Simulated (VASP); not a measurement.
Input of a VASP 6.6.1 run:

The input INCAR:

```
SYSTEM = Cd
PREC = Accurate ; ENCUT = 520
EDIFF = 1E-6 ; ISMEAR = -1
SIGMA = 0.1 ; LREAL = .FALSE.
LASPH = .TRUE. ; NELM = 100
ALGO = Normal ; ISIF = 2
LWAVE = .FALSE. ; LCHARG = .TRUE.
GGA = B5 ; ALDAX = 1.0
AGGAX = 1.0 ; AGGAC = 1.0
ALDAC = 0.0 ; LELF = .TRUE.
LVHAR = .TRUE. ; NBANDS = 19
```

File KPOINTS:

```
Automatic mesh
0
G
  13 13 9
  0 0 0
```

POSCAR

```
Cd
1.0
   -3.2025033048      3.0988325535      1.6043747541
    3.0988325535     -3.2025033048      1.6043747541
    3.1000073638      3.1000073638     -1.7942479250
Cd
2
Direct
    0.9967861260      0.0032138740      1.0000000000
    0.7532138740      0.2467861260      0.5000000000
```

Potentials or basis: VASP PAW PBE potentials, release 64 (Cd).

Command:

```console
$ cat potpaw_PBE.64/Cd/POTCAR > POTCAR
$ mpirun -np 1 vasp_std > vasp.out
```

**Question.** What does it give for the band gap on the k mesh?

**Answer.** Zero (bands 12 and 13 overlap by 3.60 eV).

**Question.** Predict the pressure.

**Answer.** -0.4 GPa.

Stress tensor (GPa, compression positive):
```
-0.37  0.02  0.04
 0.02 -0.37  0.04
 0.04  0.04 -0.59
```

Caveat: the PAW data sets were made with another functional, which shifts forces and pressure a little.
